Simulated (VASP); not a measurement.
Set up this calculation in VASP 6.6.1, as the native input.

```yaml
Task: single point
Functional: PBE
Potentials_or_basis: VASP PAW PBE potentials, release 64 (Nd_3, Mo_sv), 4f in core
Cutoff: 500 eV
k_mesh: 5 × 5 × 5
Occupations: gaussian, width 0.2 eV
Spin: no spin polarisation
Dipole_correction: no
Further_INCAR_settings: ALGO = Normal; EDIFF = 1e-06; NBANDS = 33
```

The structure of NdMo lies in POSCAR:

```
NdMo
1.0
    0.0000000000      3.5244768669      3.5244768669
    3.5244768669      0.0000000000      3.5244768669
    3.5244768669      3.5244768669      0.0000000000
Nd Mo
2 2
Direct
    0.2500000000      0.2500000000      0.2500000000
    0.0000000000      0.0000000000      0.0000000000
    0.7500000000      0.7500000000      0.7500000000
    0.5000000000      0.5000000000      0.5000000000
```

The cell was generated, and may not be a known phase.

These files were run (other wordings do the same):

INCAR

```
SYSTEM = NdMo
PREC = Accurate
ENCUT = 500
EDIFF = 1E-6
ISMEAR = 0
SIGMA = 0.2
LREAL = .FALSE.
LASPH = .TRUE.
NELM = 200
ALGO = Normal
ISIF = 2
LWAVE = .FALSE.
LCHARG = .TRUE.
GGA = PE
LELF = .TRUE.
LVHAR = .TRUE.
NBANDS = 33
GGA_COMPAT = .FALSE.
LMAXMIX = 6
```

KPOINTS

```
Automatic mesh
0
G
  5 5 5
  0 0 0
```

Potentials or basis: VASP PAW PBE potentials, release 64 (Nd_3, Mo_sv), 4f in core.

Launch:

```bash
$ cat potpaw_PBE.64/Nd_3/POTCAR potpaw_PBE.64/Mo_sv/POTCAR > POTCAR
$ mpirun -np 1 vasp_std > vasp.out
```

Results of the run:

```json
{
 "Pressure": "0.0 GPa",
 "Band gap on the k mesh": "zero (bands 25 and 26 overlap by 0.65 eV)"
}
```

Caveat: spin-orbit coupling is left out, which moves the levels of the heavy elements; the 4f electrons are frozen in the core, so they carry no moment and show no levels.

Run time: 20 s on 1 thread of AMD EPYC 9R45 96-Core Processor (Zen 5) (shared host), peak memory 0.18 GiB.
